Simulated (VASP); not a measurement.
The system is HfO2.

```
CELL_PARAMETERS angstrom
4.85674 0.00000 0.00000
-2.42837 4.20606 0.00000
0.00000 0.00000 3.89719
ATOMIC_POSITIONS crystal
Hf 0.33333 0.66667 0.50000
Hf 0.66667 0.33333 0.50000
O 0.46051 0.00000 0.00000
O 0.00000 0.46051 0.00000
O 0.53949 0.53949 0.00000
O 0.00000 0.00000 0.00000
```

The cell was built from a structure type or drawn by symmetry, and may not be a known phase.

```yaml
Program: VASP 6.6.1
Task: relaxation of cell and atoms
Functional: PBE
Potentials_or_basis: VASP PAW PBE potentials, release 64 (Hf_pv, O)
Cutoff: 600 eV
k_mesh: 6 × 6 × 4
Occupations: gaussian, width 0.1 eV
Spin: no spin polarisation
```

At the start: pressure -13.7 GPa; volume 13.27 Å³/atom.

**Question.** How do energy, volume and symmetry change on relaxing?

**Answer.** Over 14 steps the energy falls by 1674.3 meV/atom and the volume is 12.39 Å³/atom (-6.6 %); space group P-62m (No. 189, to 0.1 Å) before, P6/mmm (No. 191, to 0.1 Å).

The path:
```
step  energy change (eV)  largest force (eV/Å)  pressure (GPa)  volume (Å³)
   1              0.0000                0.0390          -13.70        79.61
   2             -8.2054                0.5972           49.10        62.88
   3             -9.0271                0.8744           26.54        65.82
   4             -9.4446                0.7582          -11.06        80.62
   5             -9.8000                0.8115            0.92        74.12
   6             -9.8003                0.8132            1.28        73.95
   7             -9.8894                0.6837           -1.53        74.68
   8             -9.9069                0.5967           -3.20        75.13
   9             -9.9635                0.4512           -1.12        74.39
  10            -10.0098                0.1806            3.27        72.92
  11            -10.0409                0.0690            0.89        73.93
  12            -10.0454                0.0065           -0.37        74.48
  13            -10.0454                0.0031           -0.43        74.52
  14            -10.0457                0.0061            0.11        74.36
```

Final structure:
```cif
data_structure
_symmetry_space_group_name_H-M 'P 1'
_symmetry_Int_Tables_number 1
_cell_length_a 5.4991
_cell_length_b 5.4991
_cell_length_c 2.8395
_cell_angle_alpha 90.000
_cell_angle_beta 90.000
_cell_angle_gamma 120.000
_cell_volume 74.36
loop_
_atom_site_label
_atom_site_type_symbol
_atom_site_fract_x
_atom_site_fract_y
_atom_site_fract_z
_atom_site_occupancy
Hf1 Hf 0.33333 0.66667 0.50000 1
Hf2 Hf 0.66667 0.33333 0.50000 1
O1 O 0.50027 0.00000 0.00000 1
O2 O 0.00000 0.50027 0.00000 1
O3 O 0.49973 0.49973 0.00000 1
O4 O 0.00000 0.00000 0.00000 1
```

Caveat: the k points lie up to 0.55 Å⁻¹ apart in the final cell; a cell axis changed by over 15 % at a fixed basis, so the end point is rough.
